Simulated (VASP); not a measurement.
# Tl: single point with r2SCAN

The system is Tl.

```
CELL_PARAMETERS angstrom
-1.95807 1.95807 1.95807
1.95807 -1.95807 1.95807
1.95807 1.95807 -1.95807
ATOMIC_POSITIONS crystal
Tl 0.00000 0.00000 0.00000
```

* Program: VASP 6.6.1
* Task: single point
* Functional: r2SCAN
* Potentials or basis: VASP PAW PBE potentials, release 64 (Tl_d)
* Cutoff: 520 eV
* k mesh: 16 × 16 × 16
* Occupations: gaussian, width 0.1 eV
* Spin: no spin polarisation
* Dipole correction: no
* Further INCAR settings: ALGO = Normal; EDIFF = 1e-07; NBANDS = 12

```json
{
  "Pressure": "0.0 GPa"
}
```

Levels at points of the mesh, in eV from the Fermi level:
```
           k point  band 4  band 5  band 6  band 7  band 8  band 9
(0.00, 0.00, 0.00)  -11.78  -11.78  -10.11   10.62   10.62   10.62
(0.50, 0.00, 0.00)  -11.78  -11.51   -5.30   -2.58    5.78    7.33
(0.50, 0.50, 0.50)  -11.58  -11.58   -2.00    1.49    1.49    1.49
```

Run time: 4.6 min on 1 thread of AMD EPYC 7R13, with other jobs on the host, peak memory 0.17 GiB.

Caveat: the PAW data sets were made with another functional, which shifts forces and pressure a little; spin-orbit coupling is left out, which moves the levels of the heavy elements.
